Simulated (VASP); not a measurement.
Crystal: Sb.

```
CELL_PARAMETERS angstrom
2.15420 1.24373 3.75800
-2.15420 1.24373 3.75800
0.00000 -2.48746 3.75800
ATOMIC_POSITIONS crystal
Sb 0.23349 0.23349 0.23349
Sb 0.76651 0.76651 0.76651
```

```yaml
Program: VASP 6.6.1
Task: relaxation of cell and atoms
Functional: PBE
Dispersion: D3(BJ)
Potentials_or_basis: VASP PAW PBE potentials, release 64 (Sb)
Cutoff: 600 eV
k_mesh: 12 × 12 × 12
Occupations: gaussian, width 0.1 eV
Spin: no spin polarisation
```

At the start: pressure 0.2 GPa; volume 30.21 Å³/atom.

Question: How do energy, volume and symmetry change on relaxing?

Answer: Over 10 steps the energy falls by 4.8 meV/atom and the volume is 29.71 Å³/atom (-1.6 %); space group R-3m (No. 166, to 0.05 Å).

Step by step:
| step | energy change (eV) | largest force (eV/Å) | pressure (GPa) | volume (Å³) |
| --- | --- | --- | --- | --- |
| 1 | 0.0000 | 0.2373 | 0.19 | 60.41 |
| 2 | -0.0042 | 0.0970 | -0.46 | 60.73 |
| 3 | -0.0045 | 0.0378 | -0.75 | 60.87 |
| 4 | -0.0075 | 0.0169 | -0.46 | 60.32 |
| 5 | -0.0093 | 0.0108 | -0.02 | 59.55 |
| 6 | -0.0094 | 0.0144 | 0.05 | 59.44 |
| 7 | -0.0095 | 0.0119 | 0.02 | 59.45 |
| 8 | -0.0096 | 0.0072 | -0.04 | 59.48 |
| 9 | -0.0096 | 0.0082 | -0.03 | 59.47 |
| 10 | -0.0096 | 0.0006 | 0.02 | 59.43 |

Final structure:
```
CELL_PARAMETERS angstrom
2.16201 1.24824 3.67000
-2.16201 1.24824 3.67000
0.00000 -2.49648 3.67000
ATOMIC_POSITIONS crystal
Sb 0.23672 0.23672 0.23672
Sb 0.76328 0.76328 0.76328
```

Caveat: pairwise dispersion overbinds metals, which lowers pressure and volume.
